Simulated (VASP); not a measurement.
# Ir (I4_1/amd) in VASP: a series of runs

Ir is run at these levels: PBE; tasks: relaxation of cell and atoms.

Program: VASP 6.6.1. These are calculated values, not measurements. Logs are shortened: lines on timing, memory, paths and dates and some standing lists are left out, and cuts for length are marked.

### Step 1. The cell of the first run

The structure is tetragonal, space group I4_1/amd (No. 141). The conventional cell has a = 4.244 Å, b = 4.244 Å, c = 2.334 Å, α = 90.00°, β = 90.00°, γ = 90.00°. Within 2.9 Å of Ir (site symmetry -4m2) lie 10 Ir at 2.20 to 2.75 Å.

### Step 2. Relaxation of cell and atoms, PBE, target pressure 270 GPa, at which the enthalpy is minimised

INCAR

```
PREC     = Accurate       # precision mode
ENCUT    = 600            # plane-wave cutoff, eV
EDIFF    = 1E-7           # SCF threshold, eV
ISMEAR   = -1             # smearing method
SIGMA    = 0.05           # smearing width, eV
LREAL    = F              # projectors in reciprocal space
LASPH    = T              # aspherical terms in the spheres
NELM     = 60             # most SCF steps
ALGO     = Normal         # electronic algorithm
ISIF     = 3              # what is computed and relaxed
LWAVE    = F              # write WAVECAR
LCHARG   = F              # write CHGCAR
GGA      = PE             # functional
IBRION   = 2              # ionic algorithm
NSW      = 60             # ionic steps
EDIFFG   = -0.005         # ionic threshold
PSTRESS  = 2700.0
```

KPOINTS

```
regular mesh
0
Gamma
  18 18 18
```

POSCAR

```
Ir
1.0
   -2.1218355739      2.1218355739      1.1670095656
    2.1218355739     -2.1218355739      1.1670095656
    2.1218355739      2.1218355739     -1.1670095656
Ir
2
Direct
   -0.3750000000     -0.1250000000     -0.2500000000
    0.3750000000      0.1250000000      0.2500000000
```

Potentials or basis: VASP PAW PBE potentials, release 64 (Ir).

On the command line:

```console
$ cat potpaw_PBE.64/Ir/POTCAR > POTCAR
$ mpirun -np 1 vasp_std > vasp.out
```

OUTCAR:

```text
PREC = Accurate
   ENCUT = 600
   EDIFF = 1E-7
   ISMEAR = -1
   LREAL = F
   LASPH = T
   NELM = 60
   ISIF = 3
   GGA = PE
   IBRION = 2
   NSW = 60
   EDIFFG = -0.005
   PSTRESS = 2700.0

 ion  position               nearest neighbor table
   1  0.625  0.875  0.750-   2 2.20   2 2.20   2 2.20   2 2.20   2 2.75   2 2.75   2 2.75   2 2.75

   2  0.375  0.125  0.250-   1 2.20   1 2.20   1 2.20   1 2.20   1 2.75   1 2.75   1 2.75   1 2.75

  LATTYP: Found a body centered tetragonal cell.
 ALAT       =     4.2436711478
 C/A-ratio  =     0.5500000000

  Lattice vectors:

 A1 = (  -2.1218355739,   2.1218355739,   1.1670095656)
 A2 = (   2.1218355739,  -2.1218355739,   1.1670095656)
 A3 = (   2.1218355739,   2.1218355739,  -1.1670095656)

Analysis of symmetry for initial positions (statically):
=====================================================================
 Subroutine PRICEL returns:
 Original cell was already a primitive cell.

 Routine SETGRP: Setting up the symmetry group for a
 body centered tetragonal supercell.

 Subroutine GETGRP returns: Found 16 space group operations
 (whereof  4 operations were pure point group operations)
 out of a pool of 16 trial point group operations.

The static configuration has the point symmetry C_2h.
 The point group associated with its full space group is D_4h.

Analysis of symmetry for dynamics (positions and initial velocities):
=====================================================================
 Subroutine PRICEL returns:
 Original cell was already a primitive cell.

 Routine SETGRP: Setting up the symmetry group for a
 body centered tetragonal supercell.

 Subroutine GETGRP returns: Found 16 space group operations
 (whereof  4 operations were pure point group operations)
 out of a pool of 16 trial point group operations.

The dynamic configuration has the point symmetry C_2h.
 The point group associated with its full space group is D_4h.

 Subroutine INISYM returns: Found 16 space group operations
 (whereof  4 operations are pure point group operations),
 and found     1 'primitive' translations

----------------------------------------------------------------------------------------

                                     Primitive cell

  volume of cell :      21.0164

  direct lattice vectors                    reciprocal lattice vectors
    -2.121835574  2.121835574  1.167009566     0.000000000  0.235645026  0.428445503
     2.121835574 -2.121835574  1.167009566     0.235645026  0.000000000  0.428445503
     2.121835574  2.121835574 -1.167009566     0.235645026  0.235645026  0.000000000

  length of vectors
     3.219671370  3.219671370  3.219671370     0.488972522  0.488972522  0.333252392

  position of ions in fractional coordinates (direct lattice)
     0.625000000  0.875000000  0.750000000
     0.375000000  0.125000000  0.250000000

  ion indices of the primitive-cell ions
   primitive index   ion index
                 1           1
                 2           2

----------------------------------------------------------------------------------------

 KPOINTS: regular mesh

Automatic generation of k-mesh.
 Grid dimensions read from file:
 generate k-points for:   18   18   18

 Generating k-lattice:

  Cartesian coordinates                     Fractional coordinates (reciprocal lattice)
     0.000000000  0.013091390  0.023802528     0.055555556 -0.000000000  0.000000000
     0.013091390  0.000000000  0.023802528    -0.000000000  0.055555556  0.000000000
     0.013091390  0.013091390  0.000000000     0.000000000  0.000000000  0.055555556

  Length of vectors
     0.027165140  0.027165140  0.018514022

  Shift w.r.t. Gamma in fractional coordinates (k-lattice)
     0.000000000  0.000000000  0.000000000

 Subroutine IBZKPT returns following result:
 ===========================================

 Found    480 irreducible k-points:

 Following reciprocal coordinates:
            Coordinates               Weight
  0.000000  0.000000  0.000000      1.000000
  0.055556  0.000000 -0.000000      8.000000
  0.111111  0.000000 -0.000000      8.000000
  0.166667  0.000000 -0.000000      8.000000
  0.222222  0.000000 -0.000000      8.000000
  0.277778  0.000000 -0.000000      8.000000
[... 16 lines left out ...]
 -0.277778  0.055556  0.000000     16.000000
 -0.222222  0.055556  0.000000     16.000000
 [... further k-points ...]
   k-points           NKPTS =    480   k-points in BZ     NKDIM =    480   number of bands    NBANDS=     13
   number of dos      NEDOS =    301   number of ions     NIONS =      2
   total plane-waves  NPLWV =  21952
   dimension x,y,z NGX =    28 NGY =   28 NGZ =   28
   dimension x,y,z NGXF=    56 NGYF=   56 NGZF=   56
   ions per type =               2
   NGX,Y,Z   is equivalent  to a cutoff of  14.46, 14.46, 14.46 a.u.
   NGXF,Y,Z  is equivalent  to a cutoff of  28.92, 28.92, 28.92 a.u.
 SYSTEM =  unknown system
   PREC   = accura    normal or accurate (medium, high low for compatibility)
   ISTART =      0    job   : 0-new  1-cont  2-samecut
   ICHARG =      2    charge: 1-file 2-atom 10-const
   ISPIN  =      1    spin polarized calculation?
   LNONCOLLINEAR =      F non collinear calculations
   LSORBIT =      F    spin-orbit coupling
   LASPH  =      T    aspherical Exc in radial PAW
   ENCUT  =  600.0 eV  44.10 Ry    6.64 a.u.   6.43  6.43  6.43*2*pi/ulx,y,z
   NELM   =     60;   NELMIN=  2; NELMDL= -5     # of ELM steps
   EDIFF  = 0.1E-06   stopping-criterion for ELM
   LREAL  =      F    real-space projection
   EDIFFG = -.5E-02   stopping-criterion for IOM
   NSW    =     60    number of steps for IOM
   IBRION =      2    ionic relax: 0-MD 1-quasi-New 2-CG
   NFREE  =      1    steps in history (QN), initial steepest desc. (CG)
   ISIF   =      3    stress and relaxation
   ISYM   =      2    0-nonsym 1-usesym 2-fastsym
   POTIM  = 0.5000    time-step for ionic-motion
   TEBEG  =    0.0;   TEEND  =   0.0 temperature during run
   PSTRESS= 2700.0 pullay stress
   NELECT =      18.0000    total number of electrons
   NUPDOWN=      -1.0000    fix difference up-down
   EMIN   =  10.00;   EMAX   =-10.00  energy-range for DOS
   EFERMI =   0.00;   METHOD = LEGACY
   ISMEAR =    -1;   SIGMA  =   0.05  broadening in eV -4-tet -1-fermi 0-gaus
   EFERMI_NEDOS =   21; number of points for ismear=-14 and -15
   IALGO  =     38    algorithm
   IMIX   =      4    mixing-type and parameters
     AMIX     =   0.40;   BMIX     =  1.00
     AMIX_MAG =   1.60;   BMIX_MAG =  1.00
  volume/ion in A,a.u.               =      10.51        70.91
  Fermi-wavevector in a.u.,A,eV,Ry     =   1.554699  2.937956 32.886501  2.417090
  Thomas-Fermi vector in A             =   2.658747
   LORBIT       =      0    0 simple, 1 ext, 2 COOP (PROOUT), +10 PAW based schemes
   GGA     = PE    functional components
   LHFCALC =     F    Hartree Fock is set to
   AEXX    =    0.0000 exact exchange contribution
   IVDW    =     0    specifies the selected vdW correction
   LEPSILON=     F    determine dielectric tensor
   LRPA    =     F    only Hartree local field effects (RPA)
 conjugate gradient relaxation of ions
 non-spin polarized calculation
  energy-cutoff  :      600.00
  volume of cell :       21.02
 maximum number of plane-waves:       721
 NGX is ok and might be reduce to    28
   NGX = 13   NGY = 13   NGZ = 13

--------------------------------------- Ionic step        1  -------------------------------------------

 number of electron      17.9999999 magnetization

 Free energy of the ion-electron system (eV)
  ---------------------------------------------------
  ext. energy  EPLUGINS =         0.00000000
  ---------------------------------------------------
  free energy    TOTEN  =        -8.38954528 eV

  energy without entropy =       -8.37972011  energy(sigma->0) =       -8.38463269

------------------------ aborting loop because EDIFF is reached ----------------------------------------

  FORCE on cell =-STRESS in cart. coord.  units (eV):
  Direction    XX          YY          ZZ          XY          YZ          ZX
  --------------------------------------------------------------------------------------
  -------------------------------------------------------------------------------------
  Total       43.6813256     43.6813256     44.8955364      0.0000000      0.0000000     -0.0000000
  in kB     3330.0329593   3330.0329593   3422.5979623      0.0000000      0.0000000     -0.0000000
  external PRESSURE =     660.8879603 kB  Pullay stress =    2700.0000000 kB
[... 23 lines left out ...]
  enthalpy is  TOTEN    =        27.0273952015 eV   P V=       35.4169404818

--------------------------------------- Ionic step        2  -------------------------------------------

 number of electron      17.9999998 magnetization

 E-fermi :   6.2510     XC(G=0): -12.3080

 val. band max:        6.2505862864   @ k =   0.2222   0.1667  -0.0000
 cond. band min:       6.2513290692   @ k =  -0.2778  -0.3889   0.0556
 fundamental gap:      0.0007427828
 Fermi energy:         6.2510292843

 k-point     1 :       0.0000    0.0000    0.0000
  band No.  band energies     occupation
      1      -2.1046      2.00000
      2       0.9199      2.00000
      3       1.5462      2.00000
      4       2.2463      2.00000
      5       2.8830      2.00000
      6       5.3610      2.00000
      7       5.3610      2.00000
      8       5.4453      2.00000
      9       5.4453      2.00000
     10       7.3637      0.00000
     11       8.3957      0.00000
     12      11.4788      0.00000
     13      11.4788      0.00000
[... 631 lines left out ...]
  enthalpy is  TOTEN    =        26.8256559796 eV   P V=       37.2028419257

--------------------------------------- Ionic step        9  -------------------------------------------

 number of electron      18.0000000 magnetization

 Free energy of the ion-electron system (eV)
  ---------------------------------------------------
  ext. energy  EPLUGINS =         0.00000000
  ---------------------------------------------------
  free energy    TOTEN  =       -10.28345456 eV

  energy without entropy =      -10.27320043  energy(sigma->0) =      -10.27832750

 E-fermi :  15.1062     XC(G=0): -15.4007

 val. band max:       15.1057519328   @ k =  -0.2222   0.2778   0.2222
 cond. band min:      15.1111672266   @ k =  -0.2778   0.3333   0.2222
 fundamental gap:      0.0054152938
 Fermi energy:        15.1062474766

 k-point     1 :       0.0000    0.0000    0.0000
  band No.  band energies     occupation
      1       1.5605      2.00000
      2       3.4534      2.00000
      3       5.5662      2.00000
      4       6.6540      2.00000
      5       7.7350      2.00000
      6      13.2784      2.00000
      7      13.2784      2.00000
      8      13.3844      2.00000
      9      13.3844      2.00000
     10      17.9860      0.00000
     11      20.2003      0.00000
     12      21.8506      0.00000
     13      21.8506      0.00000
[... 397 lines left out ...]
  FREE ENERGIE OF THE ION-ELECTRON SYSTEM (eV)
  ---------------------------------------------------
  free  energy   TOTEN  =       -10.2834545561 eV

  energy  without entropy=      -10.2732004344  energy(sigma->0) =      -10.27832750

  enthalpy is  TOTEN    =        26.8250693823 eV   P V=       37.1085239383

 reached required accuracy - stopping structural energy minimisation
```

Run time: 29 min. Hardware: 1 thread of Oxide Virtual Turin-like, shared host; peak memory 0.27 GiB.

Results:

```
Free energy                                                : -10.2835 eV
Relaxed volume                                             : 11.01 Å³/atom
Relaxed cell                                               : a = 3.266 Å, b = 3.266 Å, c = 3.266 Å, α = 97.63°, β = 97.63°, γ = 137.26°
Space group after relaxing (to 0.1 Å)                      : I4_1/amd (No. 141)
Energy change on relaxing (the run minimises the enthalpy) : -947.0 meV/atom
Ionic steps                                                : 9
Pressure after relaxing                                    : 270.0 GPa
Band gap on the k mesh                                     : zero (bands 9 and 10 overlap by 4.66 eV)
```

Step by step:
| step | energy change (eV) | largest force (eV/Å) | pressure (GPa) | volume (Å³) |
| --- | --- | --- | --- | --- |
| 1 | 0.0000 | 0.0000 | 336.09 | 21.02 |
| 2 | -7.5317 | 0.0000 | -26.30 | 37.14 |
| 3 | -2.5113 | 0.0000 | 248.00 | 22.40 |
| 4 | -1.9213 | 0.0000 | 268.96 | 22.04 |
| 5 | -1.8864 | 0.0000 | 270.18 | 22.02 |
| 6 | -1.8569 | 0.0000 | 271.35 | 22.00 |
| 7 | -1.8828 | 0.0000 | 270.41 | 22.01 |
| 8 | -1.9876 | 0.0000 | 266.70 | 22.08 |
| 9 | -1.8939 | 0.0000 | 270.02 | 22.02 |

Final structure:
```
Ir
1.0
    -2.15070    2.15070    1.19015
     2.15070   -2.15070    1.19015
     2.15070    2.15070   -1.19015
Ir
2
Direct
  0.62500 0.87500 0.75000
  0.37500 0.12500 0.25000
```

Caveat: the cell is relaxed towards a set pressure, so the run minimises the enthalpy, not the energy; spin-orbit coupling is left out, which moves the levels of the heavy elements.

### Step 3. Relaxation of cell and atoms, PBE, target pressure 270 GPa, at which the enthalpy is minimised

This run uses another cell than the first one, of 11.01 Å³/atom.

INCAR

```
  PREC = Accurate
  ENCUT = 600
  EDIFF = 1E-6
  ISMEAR = -1
  SIGMA = 0.05
  LREAL = F
  LASPH = T
  NELM = 60
  ALGO = Normal
  ISIF = 3
  LWAVE = F
  LCHARG = F
  GGA = PE
  IBRION = 2
  NSW = 32
  EDIFFG = -0.005
  PSTRESS = 2700.0
```

KPOINTS is that of step 2.

POSCAR

```
Ir
1.0
   -2.1530115808      2.1530115808      1.1875903657
    2.1530115808     -2.1530115808      1.1875903657
    2.1530115808      2.1530115808     -1.1875903657
Ir
2
Direct
   -0.3750000000     -0.1250000000     -0.2500000000
    0.3750000000      0.1250000000      0.2500000000
```

Potentials or basis: VASP PAW PBE potentials, release 64 (Ir).

On the command line:

```console
$ cat potpaw_PBE.64/Ir/POTCAR > POTCAR
$ mpirun -np 1 vasp_std > vasp.out
```

Run time: 7.9 min. Hardware: 1 thread of Oxide Virtual Turin-like, shared host; peak memory 0.26 GiB.

It converged, with:

- Free energy: -10.2836 eV
- Energy change on relaxing (the run minimises the enthalpy): -0.4 meV/atom
- Ionic steps: 6
- Pressure after relaxing: 270.0 GPa
- Band gap on the k mesh: zero (bands 9 and 10 overlap by 4.66 eV)

The path:
```csv
step,energy change (eV),largest force (eV/Å),pressure (GPa),volume (Å³)
1,0.0000,0.0000,269.97,22.02
2,0.0250,0.0000,270.94,22.01
3,0.0018,0.0000,270.12,22.02
4,0.0018,0.0000,270.11,22.02
5,-0.0319,0.0000,268.93,22.04
6,-0.0009,0.0000,270.01,22.02
```

Final structure:
```yaml
crystal:
  lattice:
    - [-2.15074, 2.15074, 1.19010]
    - [2.15074, -2.15074, 1.19010]
    - [2.15074, 2.15074, -1.19010]
  atoms:
    - { symbol: Ir, position: [0.62500, 0.87500, 0.75000] }
    - { symbol: Ir, position: [0.37500, 0.12500, 0.25000] }
```

Levels at points of the mesh, in eV from the Fermi level:
```
           k point  band 7  band 8  band 9  band 10  band 11  band 12
(0.00, 0.00, 0.00)   -1.83   -1.72   -1.72     2.88     5.09     6.74
(0.50, 0.00, 0.00)   -2.32   -1.32    1.05     1.17     5.13     9.03
(0.50, 0.50, 0.00)   -2.94   -2.94    0.21     0.21     0.95     0.95
(0.50, 0.50, 0.50)   -2.24   -2.24   -0.87    -0.87    -0.65    -0.65
```

Caveat: the cell is relaxed towards a set pressure, so the run minimises the enthalpy, not the energy; spin-orbit coupling is left out, which moves the levels of the heavy elements.
